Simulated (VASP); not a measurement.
A run of VASP 6.6.1:

Contents of POSCAR:

```
PbSe
1.0
    0.0000000000      3.3988993897      3.4232041391
    3.3988993897      0.0000000000      3.4232041391
    3.3988993897      3.3988993897      0.0000000000
Pb Se
1 1
Direct
    0.0000000000      0.0000000000      0.0000000000
    0.2500000000      0.2500000000      0.2500000000
```

The input INCAR.step1:

```
ALGO     = Normal         # electronic algorithm
EDIFF    = 1E-5           # SCF threshold, eV
ENCUT    = 400            # plane-wave cutoff, eV
GGA      = PE             # functional
GGA_COMPAT= F            
ISIF     = 2              # what is computed and relaxed
ISMEAR   = 0              # smearing method
LASPH    = T              # aspherical terms in the spheres
LREAL    = F              # projectors in reciprocal space
LWAVE    = T              # write WAVECAR
NBANDS   = 17             # bands
NELM     = 120            # most SCF steps
PREC     = Accurate       # precision mode
SIGMA    = 0.01           # smearing width, eV
```

INCAR.step2

```
ALGO     = Normal         # electronic algorithm
EDIFF    = 1E-6           # SCF threshold, eV
ENCUT    = 400            # plane-wave cutoff, eV
GGA      = PE             # functional
GGA_COMPAT= F            
HFSCREEN = 0.2079         # screening, 1/A
ISIF     = 2              # what is computed and relaxed
ISMEAR   = 0              # smearing method
ISTART   = 1            
LASPH    = T              # aspherical terms in the spheres
LCHARG   = T              # write CHGCAR
LELF     = T              # ELF
LHFCALC  = T              # exact exchange
LREAL    = F              # projectors in reciprocal space
LVHAR    = T            
LWAVE    = F              # write WAVECAR
NBANDS   = 17             # bands
NELM     = 120            # most SCF steps
PREC     = Accurate       # precision mode
PRECFOCK = Normal       
SIGMA    = 0.01           # smearing width, eV
```

File KPOINTS:

```
k-points
0
Gamma
  4 4 4
```

Potentials or basis: VASP PAW PBE potentials, release 64 (Pb_d, Se).

Command:

```bash
$ cat potpaw_PBE.64/Pb_d/POTCAR potpaw_PBE.64/Se/POTCAR > POTCAR
$ cp INCAR.step1 INCAR
$ mpirun -np 1 vasp_std > vasp.out
$ cp INCAR.step2 INCAR
$ mpirun -np 1 vasp_std > vasp.out
```

Hardware: 1 thread of Oxide Virtual Turin-like Processor, with other jobs on the host.

Question: How long does it take, and how much memory?

Answer: Run time: 20 min on 1 thread of Oxide Virtual Turin-like Processor, with other jobs on the host, peak memory 0.26 GiB. Counts: k points 13.
